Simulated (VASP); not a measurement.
# TiO2 (P-6m2) in VASP: a series of runs, part 2 of 2

VASP 6.6.1.

### Step 3. Relaxation of cell and atoms, PBE

This run uses another cell than the first one, of 13.96 Å³/atom.

File INCAR:

```
PREC = Accurate
ENCUT = 1340
EDIFF = 1E-7
ISMEAR = 0
SIGMA = 0.02
LREAL = F
LASPH = T
NELM = 120
ALGO = Normal
ISIF = 3
LWAVE = F
LCHARG = F
GGA = PE
IBRION = 2
NSW = 100
EDIFFG = -0.01
GGA_COMPAT = F
NELMIN = 4
```

File KPOINTS:

```
regular mesh
0
Gamma
  12 12 6
```

File POSCAR:

```
TiO2
1.0
    2.8826649134      0.0000000000      0.0000000000
   -1.4413324567      2.4964610456      0.0000000000
    0.0000000000      0.0000000000      5.8190962263
Ti O
1 2
Direct
    0.0000000000      0.0000000000      0.0000000000
    0.3333333333      0.6666666667      0.1934839446
    0.3333333333      0.6666666667      0.8065160554
```

Potentials or basis: VASP PAW PBE potentials, release 64 (Ti_sv, O_h).

Launch:

```
> cat potpaw_PBE.64/Ti_sv/POTCAR potpaw_PBE.64/O_h/POTCAR > POTCAR
> mpirun -np 1 vasp_std > vasp.out
```

OUTCAR:

```text
PREC = Accurate
   ENCUT = 1340
   EDIFF = 1E-7
   ISMEAR = 0
   LREAL = F
   LASPH = T
   NELM = 120
   ISIF = 3
   GGA = PE
   IBRION = 2
   NSW = 100
   EDIFFG = -0.01
   NELMIN = 4

 ion  position               nearest neighbor table
   1  0.000  0.000  0.000-   2 2.01   3 2.01   2 2.01   3 2.01   2 2.01   3 2.01
   2  0.333  0.667  0.193-   1 2.01   1 2.01   1 2.01
   3  0.333  0.667  0.807-   1 2.01   1 2.01   1 2.01

  LATTYP: Found a hexagonal cell.
 ALAT       =     2.8826649134
 C/A-ratio  =     2.0186516300

  Lattice vectors:

 A1 = (   2.8826649134,   0.0000000000,   0.0000000000)
 A2 = (  -1.4413324567,   2.4964610456,   0.0000000000)
 A3 = (   0.0000000000,   0.0000000000,   5.8190962263)

Analysis of symmetry for initial positions (statically):
[... 259 lines left out ...]
  energy without entropy =      -25.17604473  energy(sigma->0) =      -25.17604473

 E-fermi :   1.8804     XC(G=0):  -9.3272

 val. band max:        1.7943567336   @ k =   0.1667   0.0833   0.0000
 cond. band min:       2.8403634261   @ k =   0.2500   0.2500   0.0000
 fundamental gap:      1.0460066925
 Fermi energy:         1.8803992545

 k-point     1 :       0.0000    0.0000    0.0000
  band No.  band energies     occupation
      1     -55.1296      2.00000
      2     -31.3083      2.00000
      3     -31.1041      2.00000
      4     -31.1041      2.00000
      5     -16.2759      2.00000
      6     -14.4544      2.00000
[... 433 lines left out ...]
      3     -31.2108      2.00000
      4     -31.1778      2.00000
      5     -15.4675      2.00000
      6     -14.5524      2.00000
[... 8 lines left out ...]
     15       5.9078      0.00000
     16       6.2216      0.00000

 [... further k-points ...]

------------------------ aborting loop because EDIFF is reached ----------------------------------------

  FORCE on cell =-STRESS in cart. coord.  units (eV):
  Direction    XX          YY          ZZ          XY          YZ          ZX
  --------------------------------------------------------------------------------------
  -------------------------------------------------------------------------------------
  Total       -0.0045094     -0.0045094     -0.0028761      0.0000000      0.0000000      0.0000000
  in kB       -0.1722516     -0.1722516     -0.1098637      0.0000000      0.0000000      0.0000000
  external PRESSURE =      -0.1514557 kB  Pullay stress =       0.0000000 kB
[... 18 lines left out ...]
  FREE ENERGIE OF THE ION-ELECTRON SYSTEM (eV)
  ---------------------------------------------------
  free  energy   TOTEN  =       -25.1760447313 eV

  energy  without entropy=      -25.1760447313  energy(sigma->0) =      -25.17604473

 reached required accuracy - stopping structural energy minimisation
```

OSZICAR:

```text
N       E                     dE             d eps       ncg     rms          rms(c)
DAV:   1     0.387891854545E+03    0.38789E+03   -0.21838E+04  2432   0.326E+03
DAV:   2     0.377128847840E+02   -0.35018E+03   -0.34341E+03  2784   0.623E+02
DAV:   3    -0.304626508210E+02   -0.68176E+02   -0.65195E+02  3488   0.207E+02
[... 32 lines left out ...]
DAV:   5    -0.251760236934E+02   -0.27886E-04   -0.11804E-04  3208   0.962E-02    0.196E-02
DAV:   6    -0.251760398520E+02   -0.16159E-04   -0.45367E-05  3544   0.407E-02    0.131E-02
DAV:   7    -0.251760445453E+02   -0.46933E-05   -0.79474E-06  2712   0.253E-02    0.226E-03
DAV:   8    -0.251760446812E+02   -0.13583E-06   -0.15510E-06  3432   0.796E-03    0.175E-03
DAV:   9    -0.251760447313E+02   -0.50158E-07   -0.98650E-08  1632   0.361E-03
   3 F= -.25176045E+02 E0= -.25176045E+02  d E =-.191239E-03
```

Wall time 12 min (1 thread of Intel Xeon Platinum 8375C at 2.90GHz (Ice Lake), shared host); peak memory 0.46 GiB.

What came out:

| Quantity | Value |
| --- | --- |
| Free energy | -25.1760 eV |
| Relaxed volume | 13.98 Å³/atom |
| Relaxed cell | a = 2.884 Å, b = 2.884 Å, c = 5.824 Å, α = 90.00°, β = 90.00°, γ = 120.00° |
| Space group after relaxing (to 0.1 Å) | P-6m2 (No. 187) |
| Energy gained by relaxing | 0.1 meV/atom |
| Ionic steps | 3 |
| Pressure after relaxing | 0.0 GPa |
| Largest force after relaxing | 0.003 eV/Å |
| Band gap on the k mesh | 1.05 eV (least direct gap 1.27 eV) |

Forces in eV/Å, atoms in the order of the input:
```
Ti   0.000  0.000  0.000
O    0.000  0.000  0.003
O    0.000  0.000 -0.003
```

Step by step:
```
step  energy change (eV)  largest force (eV/Å)  pressure (GPa)  volume (Å³)
   1              0.0000                0.0767            0.37        41.88
   2              0.0005                0.1371           -0.73        42.07
   3             -0.0002                0.0035           -0.02        41.94
```

Final structure:
```
CELL_PARAMETERS angstrom
2.88363 0.00000 0.00000
-1.44181 2.49730 0.00000
0.00000 0.00000 5.82444
ATOMIC_POSITIONS crystal
Ti 0.00000 0.00000 0.00000
O 0.33333 0.66667 0.19370
O 0.33333 0.66667 0.80630
```
